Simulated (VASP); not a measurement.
## TaN: single point with PBEsol-based screened hybrid with 25 % exact exchange

Crystal: TaN.

```
Ta N
1.0
     2.93800    0.00000    0.00000
    -1.46900    2.54438    0.00000
     0.00000    0.00000    2.88300
Ta N
1 1
Direct
  0.00000 0.00000 0.50000
  0.66667 0.33333 0.00000
```

* Program: VASP 6.6.1
* Task: single point
* Functional: PBEsol-based screened hybrid with 25 % exact exchange
* Potentials or basis: VASP PAW PBE potentials, release 64 (Ta_pv, N)
* Cutoff: 520 eV
* k mesh: 5 × 5 × 5
* Occupations: fermi-dirac, width 0.05 eV
* Spin: no spin polarisation

```
Pressure               : -10.3 GPa
Band gap on the k mesh : zero (filled and empty bands touch)
```

Stress tensor (GPa, compression positive):
```
 -9.73   0.00   0.00
  0.00  -9.73   0.00
  0.00   0.00 -11.50
```

Levels at points of the mesh, in eV from the Fermi level:
```tsv
k point	band 4	band 5	band 6	band 7	band 8	band 9	band 10	band 11	band 12	band 13
(0.00, 0.00, 0.00)	-20.15	-5.54	-5.54	-5.08	-3.76	2.62	4.08	4.08	4.59	4.59
```

Wall time 8.1 min on 1 thread of Intel(R) Xeon(R) Platinum 8559C (Emerald Rapids), on a shared host, peak memory 0.25 GiB.

Caveat: the k points lie up to 0.49 Å⁻¹ apart; the PAW data sets were made with another functional, which shifts forces and pressure a little; spin-orbit coupling is left out, which moves the levels of the heavy elements.
